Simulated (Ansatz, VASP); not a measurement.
Two plane-wave programs on C

INCAR

```
SYSTEM = C
PREC = Accurate ; ENCUT = 520
EDIFF = 1E-6 ; ISMEAR = 0
SIGMA = 0.05 ; LREAL = .False.
LASPH = .True. ; NELM = 80
ALGO = Normal ; ISIF = 2
LWAVE = .False. ; LCHARG = .False.
GGA = PS ; NBANDS = 11
```

KPOINTS

```
Automatic mesh
0
Gamma
  15 15 15
  0 0 0
```

File POSCAR:

```
C
1.0
    1.2894276638      0.7444514088      3.2633355684
   -1.2894276638      0.7444514088      3.2633355684
    0.0000000000     -1.4889028176      3.2633355684
C
2
Direct
    0.1640000000      0.1640000000      0.1640000000
    0.8360000000      0.8360000000      0.8360000000
```

Input for Ansatz:

```yaml
crystal:
  lattice:
    - [1.2894276638, 0.7444514088, 3.2633355684]
    - [-1.2894276638, 0.7444514088, 3.2633355684]
    - [0.0, -1.4889028176, 3.2633355684]
  atoms:
    - { symbol: C, position: [0.164, 0.164, 0.164] }
    - { symbol: C, position: [0.836, 0.836, 0.836] }
basis:
  ecutwfc: 420
kpoints:
  mp_grid: { grid: [15, 15, 15] }
hamiltonian:
  xc: pbesol
scf:
  occupations: { method: gaussian, width: 0.05 }
output:
  forces: true
  stress: true
  eigenvalues: true
```

Change from the starting cell: strain +0.050 along x and y, -0.025 along z, atoms carried along.

Alike in both runs: task single point; functional PBEsol; k mesh 15 × 15 × 15; occupations gaussian, width 0.05 eV; no spin polarisation.

```csv
,VASP,Ansatz
version,VASP 6.6.1,Ansatz 0.2.0
potentials or method,"VASP PAW PBE potentials, release 64 (C), cutoff 520 eV","scalar-relativistic, plane waves, PAW"
valence electrons in the cell,8,8
```

```tsv
	VASP	Ansatz	Ansatz less VASP
gap on the k mesh at the Fermi level (eV)	0.80	0.80	0.000
least direct gap on the mesh (eV)	0.92	0.92	-0.001
pressure (GPa)	-32.3	-32.8	-0.50
traceless stress, the component that is largest in VASP (GPa)	34.08	34.63	+0.551
rms of the force components (eV/Å)	0.465	0.467	+0.0022
```

VASP's potentials were made for PBE, not for PBEsol. Atom by atom the forces differ by 0.002 eV/Å (rms over components). Both programs put the cell under strong tension, so it lies far from rest at this level.

Noted on VASP's run: the cell as given lies far from equilibrium.
